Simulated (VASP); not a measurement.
# Sc2B2Sb (P6/mmm) in VASP: a series of runs, part 2 of 2

VASP 6.6.1. Earlier steps stand in the parts before.

### Step 3. Relaxation of cell and atoms, PBE

This run uses another cell than the first one, of 17.68 Å³/atom.

Input file INCAR:

```
ALGO = Normal
EDIFF = 1E-7
EDIFFG = -0.04
ENCUT = 600
GGA = PE
IBRION = 2
ISIF = 3
ISMEAR = 0
LASPH = True
LCHARG = False
LREAL = False
LWAVE = False
NELM = 80
NSW = 90
PREC = Accurate
SIGMA = 0.1
```

Input file KPOINTS:

```
k-points
0
Gamma
  6 6 4
```

Input file POSCAR:

```
Sc2B2Sb
1.0
    4.1159717700      0.0000000000      0.0000000000
   -2.0579858900      3.5645361200      0.0000000000
    0.0000000000      0.0000000000      6.0244223500
Sc B Sb
2 2 1
Direct
    0.3333333300      0.6666666700      0.5000000000
    0.6666666700      0.3333333300      0.5000000000
    0.0000000000      0.0000000000      0.6600400000
    0.0000000000      0.0000000000      0.3399600000
    0.0000000000      0.0000000000      0.0000000000
```

Potentials or basis: VASP PAW PBE potentials, release 64 (Sc_sv, B, Sb).

On the command line:

```
> cat potpaw_PBE.64/Sc_sv/POTCAR potpaw_PBE.64/B/POTCAR potpaw_PBE.64/Sb/POTCAR > POTCAR
> mpirun -np 1 vasp_std > vasp.out
```

OUTCAR:

```text
EDIFF = 1E-7
   EDIFFG = -0.04
   ENCUT = 600
   GGA = PE
   IBRION = 2
   ISIF = 3
   ISMEAR = 0
   LASPH = True
   LREAL = False
   NELM = 80
   NSW = 90
   PREC = Accurate

 ion  position               nearest neighbor table
   1  0.333  0.667  0.500-   2 2.38   2 2.38   2 2.38   4 2.56   3 2.56   4 2.56   3 2.56   4 2.56
                             3 2.56
   2  0.667  0.333  0.500-   1 2.38   1 2.38   1 2.38   4 2.56   3 2.56   3 2.56   4 2.56   3 2.56
                             4 2.56
   3  0.000  0.000  0.660-   4 1.93   5 2.05   1 2.56   2 2.56   2 2.56   1 2.56   2 2.56   1 2.56

   4  0.000  0.000  0.340-   3 1.93   5 2.05   1 2.56   2 2.56   2 2.56   1 2.56   2 2.56   1 2.56

   5  0.000  0.000  0.000-   3 2.05   4 2.05

  LATTYP: Found a hexagonal cell.
 ALAT       =     4.1159717700
 C/A-ratio  =     1.4636695018

  Lattice vectors:

 A1 = (   4.1159717700,   0.0000000000,   0.0000000000)
 A2 = (  -2.0579858900,   3.5645361200,   0.0000000000)
 A3 = (   0.0000000000,   0.0000000000,   6.0244223500)

Analysis of symmetry for initial positions (statically):
=====================================================================
 Subroutine PRICEL returns:
 Original cell was already a primitive cell.

 Routine SETGRP: Setting up the symmetry group for a
 hexagonal supercell.

 Subroutine GETGRP returns: Found 24 space group operations
 (whereof 24 operations were pure point group operations)
 out of a pool of 24 trial point group operations.

The static configuration has the point symmetry D_6h.

[... 152 lines left out ...]
   NGX = 17   NGY = 17   NGZ = 25

--------------------------------------- Ionic step        1  -------------------------------------------

 number of electron      33.0000001 magnetization

 Free energy of the ion-electron system (eV)
  ---------------------------------------------------
  ext. energy  EPLUGINS =         0.00000000
  ---------------------------------------------------
  free energy    TOTEN  =       -25.83794698 eV

  energy without entropy =      -25.81377227  energy(sigma->0) =      -25.82585962

 E-fermi :   5.6336     XC(G=0): -10.1183

 val. band max:        5.6177066839   @ k =   0.3333   0.0000   0.2500
 cond. band min:       5.6377892644   @ k =   0.5000   0.0000   0.2500
 fundamental gap:      0.0200825805
 Fermi energy:         5.6335858634

 k-point     1 :       0.0000    0.0000    0.0000
  band No.  band energies     occupation
      1     -43.9702      2.00000
      2     -43.1079      2.00000
      3     -23.3184      2.00000
      4     -23.3184      2.00000
      5     -22.4141      2.00000
      6     -21.7857      2.00000
[... 705 lines left out ...]
--------------------------------------- Ionic step        7  -------------------------------------------

 number of electron      32.9999994 magnetization

 Free energy of the ion-electron system (eV)
  ---------------------------------------------------
  ext. energy  EPLUGINS =         0.00000000
  ---------------------------------------------------
  free energy    TOTEN  =       -26.90290791 eV

  energy without entropy =      -26.88824136  energy(sigma->0) =      -26.89557463

 E-fermi :   4.5911     XC(G=0):  -9.5439

 val. band max:        4.5180724341   @ k =   0.3333   0.1667   0.5000
 cond. band min:       4.6545933331   @ k =   0.3333   0.0000   0.0000
 fundamental gap:      0.1365208990
 Fermi energy:         4.5911288465

 k-point     1 :       0.0000    0.0000    0.0000
  band No.  band energies     occupation
      1     -45.1342      2.00000
      2     -44.6288      2.00000
      3     -24.2798      2.00000
      4     -24.2798      2.00000
      5     -23.6816      2.00000
      6     -23.2968      2.00000
[... 504 lines left out ...]
  FREE ENERGIE OF THE ION-ELECTRON SYSTEM (eV)
  ---------------------------------------------------
  free  energy   TOTEN  =       -26.9029079112 eV

  energy  without entropy=      -26.8882413563  energy(sigma->0) =      -26.89557463

 reached required accuracy - stopping structural energy minimisation
```

Wall time 6.7 min (1 thread of Oxide Virtual Turin-like, shared host); peak memory 0.24 GiB.

Results:

- Free energy: -26.9029 eV
- Relaxed volume: 20.18 Å³/atom
- Relaxed cell: a = 4.361 Å, b = 4.361 Å, c = 6.126 Å, α = 90.00°, β = 90.00°, γ = 120.00°
- Space group after relaxing (to 0.1 Å): P6/mmm (No. 191)
- Energy gained by relaxing: 213.0 meV/atom
- Ionic steps: 7
- Pressure after relaxing: -0.1 GPa
- Largest force after relaxing: 0.024 eV/Å
- Band gap on the k mesh: zero (an odd number of electrons rules out a gap without spin polarisation)

Forces on the atoms (eV/Å):
```
Sc   0.000  0.000  0.000
Sc   0.000  0.000  0.000
B    0.000  0.000  0.024
B    0.000  0.000 -0.024
Sb   0.000  0.000  0.000
```

Stress tensor (GPa, compression positive):
```
-0.14  0.00  0.00
 0.00 -0.14  0.00
 0.00  0.00 -0.02
```

The path:
| step | energy change (eV) | largest force (eV/Å) | pressure (GPa) | volume (Å³) |
| --- | --- | --- | --- | --- |
| 1 | 0.0000 | 3.9490 | 9.52 | 88.39 |
| 2 | -1.0047 | 0.3800 | -0.96 | 102.52 |
| 3 | -1.0154 | 0.1411 | -0.52 | 101.06 |
| 4 | -1.0525 | 0.7098 | 0.41 | 100.61 |
| 5 | -1.0543 | 0.5439 | 0.24 | 100.69 |
| 6 | -1.0631 | 0.1882 | -0.22 | 100.99 |
| 7 | -1.0650 | 0.0236 | -0.10 | 100.91 |

Final structure:
```yaml
crystal:
  lattice:
    - [4.36132, 0.00000, 0.00000]
    - [-2.18066, 3.77702, 0.00000]
    - [0.00000, 0.00000, 6.12562]
  atoms:
    - { symbol: Sc, position: [0.33333, 0.66667, 0.50000] }
    - { symbol: Sc, position: [0.66667, 0.33333, 0.50000] }
    - { symbol: B, position: [0.00000, 0.00000, 0.63205] }
    - { symbol: B, position: [0.00000, 0.00000, 0.36795] }
    - { symbol: Sb, position: [0.00000, 0.00000, 0.00000] }
```

Caveat: spin-orbit coupling is left out, which moves the levels of the heavy elements; an odd number of electrons without spin polarisation forces a metal; a magnetic or distorted state may lie lower.

### Step 4. Relaxation of cell and atoms, PBE

This run uses another cell than the first one, of 20.03 Å³/atom.

Input file INCAR:

```
PREC = Accurate ; ENCUT = 600
EDIFF = 1E-6 ; ISMEAR = 0
SIGMA = 0.1 ; LREAL = F
LASPH = T ; NELM = 100
ALGO = Fast ; ISIF = 3
LWAVE = F ; LCHARG = F
GGA = PE ; IBRION = 2
NSW = 100 ; EDIFFG = -0.01
```

Input file KPOINTS:

```
Automatic mesh
0
Gamma
  12 12 6
```

Input file POSCAR:

```
Sc2B2Sb
1.0
    4.3468864467      0.0000000000      0.0000000000
   -2.1734432233      3.7645140902      0.0000000000
    0.0000000000      0.0000000000      6.1199998367
Sc B Sb
2 2 1
Direct
    0.3333333333      0.6666666667      0.5000000000
    0.6666666667      0.3333333333      0.5000000000
    0.0000000000      0.0000000000      0.6322387348
    0.0000000000      0.0000000000      0.3677612652
    0.0000000000      0.0000000000      0.0000000000
```

On the command line:

```
> cat potpaw_PBE.64/Sc_sv/POTCAR potpaw_PBE.64/B/POTCAR potpaw_PBE.64/Sb/POTCAR > POTCAR
> mpirun -np 1 vasp_std > vasp.out
```

Run time: 35 min. Hardware: 1 thread of Oxide Virtual Turin-like, shared host; peak memory 0.37 GiB.

Results (log left out):

* Free energy: -26.9109 eV
* Relaxed volume: 19.94 Å³/atom
* Relaxed cell: a = 4.365 Å, b = 4.365 Å, c = 6.041 Å, α = 90.00°, β = 90.00°, γ = 120.00°
* Space group after relaxing (to 0.1 Å): P6/mmm (No. 191)
* Energy gained by relaxing: 2.2 meV/atom
* Ionic steps: 5
* Pressure after relaxing: 0.0 GPa
* Largest force after relaxing: 0.007 eV/Å
* Band gap on the k mesh: zero (an odd number of electrons rules out a gap without spin polarisation)

Forces in eV/Å, atoms in the order of the input:
```
Sc   0.000  0.000  0.000
Sc   0.000  0.000  0.000
B    0.000  0.000  0.007
B    0.000  0.000 -0.007
Sb   0.000  0.000  0.000
```

Step by step:
```csv
step,energy change (eV),largest force (eV/Å),pressure (GPa),volume (Å³)
1,0.0000,0.1497,-0.29,100.15
2,-0.0102,0.0268,0.02,99.61
3,-0.0107,0.0126,0.12,99.48
4,-0.0107,0.0081,0.11,99.50
5,-0.0108,0.0073,-0.01,99.70
```

Final structure:
```yaml
crystal:
  lattice:
    - [4.36550, 0.00000, 0.00000]
    - [-2.18275, 3.78063, 0.00000]
    - [0.00000, 0.00000, 6.04086]
  atoms:
    - { symbol: Sc, position: [0.33333, 0.66667, 0.50000] }
    - { symbol: Sc, position: [0.66667, 0.33333, 0.50000] }
    - { symbol: B, position: [0.00000, 0.00000, 0.63360] }
    - { symbol: B, position: [0.00000, 0.00000, 0.36640] }
    - { symbol: Sb, position: [0.00000, 0.00000, 0.00000] }
```

Levels at points of the mesh, in eV from the Fermi level:
```tsv
k point	band 13	band 14	band 15	band 16	band 17	band 18	band 19	band 20
(0.00, 0.00, 0.00)	-3.56	0.35	0.35	0.40	0.79	0.79	0.91	0.91
(0.50, 0.00, 0.00)	-3.18	-1.68	-1.30	-0.71	-0.41	-0.15	1.06	1.56
(0.00, 0.00, 0.50)	-3.34	-1.26	-0.83	-0.83	0.29	0.29	1.38	1.47
(0.50, 0.00, 0.50)	-3.45	-2.81	-2.18	-1.79	-0.35	0.88	0.88	1.08
```

Caveat: spin-orbit coupling is left out, which moves the levels of the heavy elements; an odd number of electrons without spin polarisation forces a metal; a magnetic or distorted state may lie lower.

### Step 5. Summary

| task | cell | k mesh | cutoff (eV) | gap on the mesh (eV) | pressure (GPa) | relaxed volume (Å³/atom) | largest force (eV/Å) |
| --- | --- | --- | --- | --- | --- | --- | --- |
| single point | a = 4.360, b = 4.360, c = 6.028 Å, angles 90.0, 90.0, 120.0°, 5 atoms, atomic positions A | 12 × 12 × 6 | 520 | none | 0.3 | - | 0.03 |
| relaxation of cell and atoms | relaxed from a = 4.116, b = 4.116, c = 6.024 Å, angles 90.0, 90.0, 120.0°, 5 atoms, atomic positions B | 6 × 6 × 4 | 600 | none | -0.1 | 20.18 | 0.02 |
| relaxation of cell and atoms | relaxed from a = 4.347, b = 4.347, c = 6.120 Å, angles 90.0, 90.0, 120.0°, 5 atoms, atomic positions C | 12 × 12 × 6 | 600 | none | 0.0 | 19.94 | 0.01 |

Alike in all rows: level PBE; potentials or basis VASP PAW PBE potentials, release 64 (Sc_sv, B, Sb); no spin polarisation; smearing gaussian 0.1 eV.

Caveats: spin-orbit coupling is left out, which moves the levels of the heavy elements; an odd number of electrons without spin polarisation forces a metal; a magnetic or distorted state may lie lower.

Absolute energies hang on the potentials; compare differences alone.

The gap in the log of VASP goes by the Fermi energy; the results here count the filled bands.